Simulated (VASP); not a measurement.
# Se (C2/c) in VASP: notebook

Runs on Se. Level: BLYP. Tasks: single point.

Program: VASP 6.6.1. These are calculated values, not measurements. Logs are shortened: lines on timing, memory, paths and dates and some standing lists are left out, and cuts for length are marked.

## Step 1: The cell of the first run

It takes space group C2/c (No. 15, monoclinic). The conventional cell has a = 2.807 Å, b = 13.814 Å, c = 4.494 Å, α = 90.00°, β = 90.43°, γ = 90.00°. Se (site symmetry 2) has 4 Se at 2.47 to 2.81 Å within 3.3 Å.

## Step 2: Single point, BLYP (43.56 Å³/atom)

INCAR

```
AGGAC    = 1.0          
AGGAX    = 1.0          
ALDAC    = 0.0          
ALDAX    = 1.0          
ALGO     = Normal         # electronic algorithm
EDIFF    = 1E-7           # SCF threshold, eV
ENCUT    = 520            # plane-wave cutoff, eV
GGA      = B5             # functional
ISIF     = 2              # what is computed and relaxed
ISMEAR   = -1             # smearing method
LASPH    = True           # aspherical terms in the spheres
LCHARG   = False          # write CHGCAR
LREAL    = False          # projectors in reciprocal space
LWAVE    = False          # write WAVECAR
NBANDS   = 13             # bands
NELM     = 60             # most SCF steps
PREC     = Accurate       # precision mode
SIGMA    = 0.1            # smearing width, eV
```

KPOINTS

```
k-points
0
Gamma
  14 14 8
```

POSCAR

```
Se
1.0
   -5.0566852355      4.7112560691      1.3819293977
    4.7112560691     -5.0566852355      1.3819293977
    3.4789107145      3.4789107145     -2.0145835485
Se
2
Direct
    0.0874639238      0.9125360762      0.0000000000
    0.6625360762      0.3374639238      0.5000000000
```

Potentials or basis: VASP PAW PBE potentials, release 64 (Se).

Command:

```bash
$ cat potpaw_PBE.64/Se/POTCAR > POTCAR
$ mpirun -np 1 vasp_std > vasp.out
```

OUTCAR:

```text
EDIFF = 1E-7
   ENCUT = 520
   GGA = B5
   ISIF = 2
   ISMEAR = -1
   LASPH = True
   LREAL = False
   NELM = 60
   PREC = Accurate

 ion  position               nearest neighbor table
   1  0.087  0.913  0.000-   2 2.47   2 2.47
   2  0.663  0.337  0.500-   1 2.47   1 2.47

  Warning from LATTYP: Got some problem with cell dimensions!
  Tried to take original basis but could not verify dimensions!
  LATTYP: Found a base centered monoclinic cell.
 ALAT       =     2.8066987831
 B/A-ratio  =     4.9217804036
 C/A-ratio  =     1.6012799447
 COS(beta)  =    -0.0074440739

  Lattice vectors:

 A1 = (  -5.0566852355,   4.7112560691,   1.3819293977)
 A2 = (   4.7112560691,  -5.0566852355,   1.3819293977)
 A3 = (   3.1334815481,   3.1334815481,   0.7492752469)

Analysis of symmetry for initial positions (statically):
=====================================================================
 Subroutine PRICEL returns:
 Original cell was already a primitive cell.

 Routine SETGRP: Setting up the symmetry group for a
 base centered monoclinic supercell.

 Subroutine GETGRP returns: Found  4 space group operations
 (whereof  2 operations were pure point group operations)
 out of a pool of  4 trial point group operations.

The static configuration has the point symmetry C_2 .
 The point group associated with its full space group is C_2h.

Analysis of symmetry for dynamics (positions and initial velocities):
=====================================================================
 Subroutine PRICEL returns:
 Original cell was already a primitive cell.

 Routine SETGRP: Setting up the symmetry group for a
 base centered monoclinic supercell.

 Subroutine GETGRP returns: Found  4 space group operations
 (whereof  2 operations were pure point group operations)
 out of a pool of  4 trial point group operations.

The dynamic configuration has the point symmetry C_2 .
 The point group associated with its full space group is C_2h.

 Subroutine INISYM returns: Found  4 space group operations
 (whereof  2 operations are pure point group operations),
 and found     1 'primitive' translations

----------------------------------------------------------------------------------------

                                     Primitive cell

  volume of cell :      87.1234

  direct lattice vectors                    reciprocal lattice vectors
    -5.056685235  4.711256069  1.381929398     0.061745811  0.164121529  0.390042056
     4.711256069 -5.056685235  1.381929398     0.164121529  0.061745811  0.390042056
     3.478910715  3.478910715 -2.014583549     0.154936596  0.154936596  0.038728186

  length of vectors
     7.048101034  7.048101034  5.316407282     0.427646147  0.427646147  0.222509707

  position of ions in fractional coordinates (direct lattice)
     0.087463924  0.912536076  1.000000000
     0.662536076  0.337463924  0.500000000

  ion indices of the primitive-cell ions
   primitive index   ion index
                 1           1
                 2           2

----------------------------------------------------------------------------------------

 KPOINTS: k-points

Automatic generation of k-mesh.
 Grid dimensions read from file:
 generate k-points for:   14   14    8

 Generating k-lattice:

  Cartesian coordinates                     Fractional coordinates (reciprocal lattice)
     0.004410415  0.011722966  0.027860147     0.071428571  0.000000000  0.000000000
     0.011722966  0.004410415  0.027860147     0.000000000  0.071428571  0.000000000
     0.019367074  0.019367074  0.004841023    -0.000000000 -0.000000000  0.125000000

  Length of vectors
     0.030546153  0.030546153  0.027813713

  Shift w.r.t. Gamma in fractional coordinates (k-lattice)
     0.000000000  0.000000000  0.000000000

 Subroutine IBZKPT returns following result:
 ===========================================

 Found    429 irreducible k-points:

 Following reciprocal coordinates:
            Coordinates               Weight
  0.000000  0.000000  0.000000      1.000000
  0.071429 -0.000000  0.000000      4.000000
  0.142857 -0.000000  0.000000      4.000000
  0.214286 -0.000000  0.000000      4.000000
  0.285714 -0.000000  0.000000      4.000000
  0.357143  0.000000  0.000000      4.000000
[... 16 lines left out ...]
  0.214286  0.142857  0.000000      4.000000
  0.285714  0.142857  0.000000      4.000000
 [... further k-points ...]
   k-points           NKPTS =    429   k-points in BZ     NKDIM =    429   number of bands    NBANDS=     13
   number of dos      NEDOS =    301   number of ions     NIONS =      2
   total plane-waves  NPLWV = 116640
   dimension x,y,z NGX =    54 NGY =   54 NGZ =   40
   dimension x,y,z NGXF=   108 NGYF=  108 NGZF=   80
   ions per type =               2
   NGX,Y,Z   is equivalent  to a cutoff of  12.74, 12.74, 12.51 a.u.
   NGXF,Y,Z  is equivalent  to a cutoff of  25.47, 25.47, 25.02 a.u.
 SYSTEM =  unknown system
   PREC   = accura    normal or accurate (medium, high low for compatibility)
   ISTART =      0    job   : 0-new  1-cont  2-samecut
   ICHARG =      2    charge: 1-file 2-atom 10-const
   ISPIN  =      1    spin polarized calculation?
   LNONCOLLINEAR =      F non collinear calculations
   LSORBIT =      F    spin-orbit coupling
   LASPH  =      T    aspherical Exc in radial PAW
   ENCUT  =  520.0 eV  38.22 Ry    6.18 a.u.  13.10 13.10  9.88*2*pi/ulx,y,z
   NELM   =     60;   NELMIN=  2; NELMDL= -5     # of ELM steps
   EDIFF  = 0.1E-06   stopping-criterion for ELM
   LREAL  =      F    real-space projection
   EDIFFG = 0.1E-05   stopping-criterion for IOM
   NSW    =      0    number of steps for IOM
   IBRION =     -1    ionic relax: 0-MD 1-quasi-New 2-CG
   NFREE  =      0    steps in history (QN), initial steepest desc. (CG)
   ISIF   =      2    stress and relaxation
   ISYM   =      2    0-nonsym 1-usesym 2-fastsym
   POTIM  = 0.5000    time-step for ionic-motion
   TEBEG  =    0.0;   TEEND  =   0.0 temperature during run
   PSTRESS=    0.0 pullay stress
   NELECT =      12.0000    total number of electrons
   NUPDOWN=      -1.0000    fix difference up-down
   EMIN   =  10.00;   EMAX   =-10.00  energy-range for DOS
   EFERMI =   0.00;   METHOD = LEGACY
   ISMEAR =    -1;   SIGMA  =   0.10  broadening in eV -4-tet -1-fermi 0-gaus
   EFERMI_NEDOS =   21; number of points for ismear=-14 and -15
   IALGO  =     38    algorithm
   IMIX   =      4    mixing-type and parameters
     AMIX     =   0.40;   BMIX     =  1.00
     AMIX_MAG =   1.60;   BMIX_MAG =  1.00
  volume/ion in A,a.u.               =      43.56       293.97
  Fermi-wavevector in a.u.,A,eV,Ry     =   0.845455  1.597678  9.725355  0.714793
  Thomas-Fermi vector in A             =   1.960645
   LORBIT       =      0    0 simple, 1 ext, 2 COOP (PROOUT), +10 PAW based schemes
   GGA     = B5    functional components
   LHFCALC =     F    Hartree Fock is set to
   AEXX    =    0.0000 exact exchange contribution
   IVDW    =     0    specifies the selected vdW correction
   LEPSILON=     F    determine dielectric tensor
   LRPA    =     F    only Hartree local field effects (RPA)
 non-spin polarized calculation
  energy-cutoff  :      520.00
  volume of cell :       87.12
 maximum number of plane-waves:      2367
 NGX is ok and might be reduce to    54
   NGX = 27   NGY = 27   NGZ = 19

 number of electron      12.0000000 magnetization

 Free energy of the ion-electron system (eV)
  ---------------------------------------------------
  ext. energy  EPLUGINS =         0.00000000
  ---------------------------------------------------
  free energy    TOTEN  =        -5.59048921 eV

  energy without entropy =       -5.56842638  energy(sigma->0) =       -5.57945779

 E-fermi :   0.3751     XC(G=0):  -5.8863

 val. band max:        0.3593981922   @ k =   0.0714   0.0714   0.2500
 cond. band min:       0.3984799200   @ k =  -0.4286  -0.4286   0.2500
 fundamental gap:      0.0390817278
 Fermi energy:         0.3751133380

 k-point     1 :       0.0000    0.0000    0.0000
  band No.  band energies     occupation
      1     -15.6676      2.00000
      2     -11.5468      2.00000
      3      -6.1485      2.00000
      4      -3.0107      2.00000
      5      -1.8545      2.00000
      6       1.9145      0.00000
      7       2.0900      0.00000
      8       4.0821      0.00000
      9       4.6960      0.00000
     10       8.4988      0.00000
     11       8.9506      0.00000
     12       9.0269      0.00000
     13       9.7395      0.00000

 k-point     2 :       0.0714   -0.0000    0.0000
  band No.  band energies     occupation
      1     -15.5629      2.00000
      2     -11.5751      2.00000
      3      -6.0199      2.00000
      4      -2.8094      2.00000
      5      -1.8683      2.00000
      6       1.2037      0.00050
      7       2.1090      0.00000
      8       4.0606      0.00000
      9       4.3353      0.00000
     10       8.2156      0.00000
     11       8.8254      0.00000
     12       9.8390      0.00000
     13      10.2129      0.00000

 k-point     3 :       0.1429   -0.0000    0.0000
  band No.  band energies     occupation
      1     -15.2536      2.00000
      2     -11.6391      2.00000
      3      -5.6544      2.00000
      4      -2.2256      2.00000
      5      -1.9102      2.00000
      6      -0.2713      1.99689
      7       2.2460      0.00000
      8       2.5395      0.00000
      9       4.9730      0.00000
     10       7.7017      0.00000
     11       8.8719      0.00000
     12      10.6028      0.00000
     13      11.3674      0.00000

 k-point     4 :       0.2143   -0.0000    0.0000
  band No.  band energies     occupation
      1     -14.7561      2.00000
      2     -11.6969      2.00000
      3      -5.0988      2.00000
      4      -2.1118      2.00000
      5      -1.6776      2.00000
      6      -1.3223      2.00000
      7       0.6857      0.08577
      8       2.5733      0.00000
      9       5.7834      0.00000
     10       7.3238      0.00000
     11       8.8240      0.00000
     12       9.9127      0.00000
     13      10.6197      0.00000

 k-point     5 :       0.2857   -0.0000    0.0000
  band No.  band energies     occupation
      1     -14.1044      2.00000
      2     -11.7235      2.00000
      3      -4.4098      2.00000
      4      -3.2990      2.00000
      5      -1.9052      2.00000
      6      -1.2389      2.00000
      7      -0.1320      1.98753
      8       3.0368      0.00000
      9       6.5236      0.00000
     10       7.0035      0.00000
     11       8.1461      0.00000
     12       9.2506      0.00000
     13      10.1787      0.00000
[... 257 lines left out ...]
 k-point    22 :       0.1429    0.1429    0.0000
  band No.  band energies     occupation
      1     -14.1045      2.00000
      2     -11.7235      2.00000
      3      -4.4074      2.00000
      4      -3.2991      2.00000
      5      -1.9051      2.00000
      6      -1.2390      2.00000
      7      -0.1266      1.98684
      8       3.0016      0.00000
      9       6.5647      0.00000
     10       6.8907      0.00000
     11       8.0642      0.00000
     12       9.3855      0.00000
     13      10.4352      0.00000

 k-point    23 :       0.2143    0.1429    0.0000
  band No.  band energies     occupation
      1     -13.3636      2.00000
      2     -11.7384      2.00000
      3      -4.3450      2.00000
      4      -3.6775      2.00000
      5      -2.8708      2.00000
      6      -1.9551      2.00000
      7       1.0805      0.00173
      8       3.4111      0.00000
      9       6.2434      0.00000
     10       7.2282      0.00000
     11       7.8542      0.00000
     12       7.9661      0.00000
     13      10.5670      0.00000

 k-point    24 :       0.2857    0.1429    0.0000
  band No.  band energies     occupation
      1     -12.6468      2.00000
      2     -11.8230      2.00000
      3      -4.9354      2.00000
      4      -4.2167      2.00000
      5      -2.9083      2.00000
      6      -2.0765      2.00000
      7       2.2161      0.00000
      8       3.4946      0.00000
      9       5.7839      0.00000
     10       6.6253      0.00000
     11       8.0184      0.00000
     12       8.2163      0.00000
     13      10.5597      0.00000

 [... further k-points ...]
[... 5 lines left out ...]
  --------------------------------------------------------------------------------------
  -------------------------------------------------------------------------------------
  Total        2.1307290      2.1307290      2.8096750      1.5661533      0.1380250      0.1380250
  in kB       39.1835612     39.1835612     51.6692049     28.8011586      2.5382452      2.5382453
  external PRESSURE =      43.3454425 kB  Pullay stress =       0.0000000 kB

 VOLUME and BASIS-vectors are now :
 -----------------------------------------------------------------------------
  energy-cutoff  :      520.00
  volume of cell :       87.12
      direct lattice vectors                 reciprocal lattice vectors
    -5.056685235  4.711256069  1.381929398     0.061745811  0.164121529  0.390042056
     4.711256069 -5.056685235  1.381929398     0.164121529  0.061745811  0.390042056
     3.478910715  3.478910715 -2.014583549     0.154936596  0.154936596  0.038728186

 POSITION                                       TOTAL-FORCE (eV/Angst)
 -----------------------------------------------------------------------------------
      3.85691     -4.20234      1.38193         0.366099     -0.366099     -0.000000
     -0.02090      3.15438      0.37464        -0.366099      0.366099      0.000000
 -----------------------------------------------------------------------------------
    total drift:                                0.000000      0.000000      0.000000

  FREE ENERGIE OF THE ION-ELECTRON SYSTEM (eV)
  ---------------------------------------------------
  free  energy   TOTEN  =        -5.5904892096 eV

  energy  without entropy=       -5.5684263792  energy(sigma->0) =       -5.57945779
```

It took 5.8 min on 1 thread of Intel Xeon 6975P-C (Granite Rapids), shared host; peak memory 0.63 GiB.

What came out:

* Free energy: -5.5905 eV
* Pressure: 4.3 GPa
* Largest force: 0.518 eV/Å
* Band gap on the k mesh: zero (bands 6 and 7 overlap by 2.97 eV)

Forces on the atoms (eV/Å):
```
Se   0.366 -0.366  0.000
Se  -0.366  0.366  0.000
```

Caveat: the cell stands under pressure; the PAW data sets were made with another functional, which shifts forces and pressure a little.

(Continued in part 2 of 2.)

The gap in the log of VASP goes by the Fermi energy; the results here count the filled bands.